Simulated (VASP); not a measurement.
A run of VASP 6.6.1 is set up as follows.

INCAR

```
SYSTEM = Si3N4
PREC = Accurate
ENCUT = 520
EDIFF = 1E-6
ISMEAR = 0
SIGMA = 0.01
LREAL = .FALSE.
LASPH = .TRUE.
NELM = 100
ALGO = Normal
ISIF = 2
LWAVE = .FALSE.
LCHARG = .TRUE.
GGA = PE
LELF = .TRUE.
LVHAR = .TRUE.
NBANDS = 45
```

The input KPOINTS:

```
regular mesh
0
G
  2 2 5
  0 0 0
```

Contents of POSCAR:

```
Si3N4
1.0
    7.5950000000      0.0000000000      0.0000000000
   -3.7975000000      6.5774629400      0.0000000000
    0.0000000000      0.0000000000      2.9023000000
Si N
6 8
Direct
    0.7687000000      0.1744000000      0.2500000000
    0.5943000000      0.7687000000      0.7500000000
    0.8256000000      0.5943000000      0.2500000000
    0.2313000000      0.8256000000      0.7500000000
    0.4057000000      0.2313000000      0.2500000000
    0.1744000000      0.4057000000      0.7500000000
    0.0297000000      0.3295000000      0.2650000000
    0.7002000000      0.0297000000      0.7650000000
    0.6705000000      0.7002000000      0.2650000000
    0.9703000000      0.6705000000      0.7650000000
    0.2998000000      0.9703000000      0.2650000000
    0.3295000000      0.2998000000      0.7650000000
    0.3333333333      0.6666666667      0.2344000000
    0.6666666667      0.3333333333      0.7344000000
```

Potentials or basis: VASP PAW PBE potentials, release 64 (Si, N).

Command:

```bash
$ cat potpaw_PBE.64/Si/POTCAR potpaw_PBE.64/N/POTCAR > POTCAR
$ mpirun -np 1 vasp_std > vasp.out
```

Question: Predict the pressure.

Answer: -2.5 GPa.

Question: What does it give for the band gap on the k mesh?

Answer: 1.74 eV (least direct gap 1.89 eV).

Stress tensor (GPa, compression positive):
```
 11.35   0.00   0.00
  0.00  11.35   0.00
  0.00   0.00 -30.16
```

Caveat: the k points lie up to 0.48 Å⁻¹ apart; an odd mesh through Γ misses points on the zone boundary, where band edges can lie; forces of over 1 eV/Å act on the atoms, so gaps and moduli don't describe the material at rest.
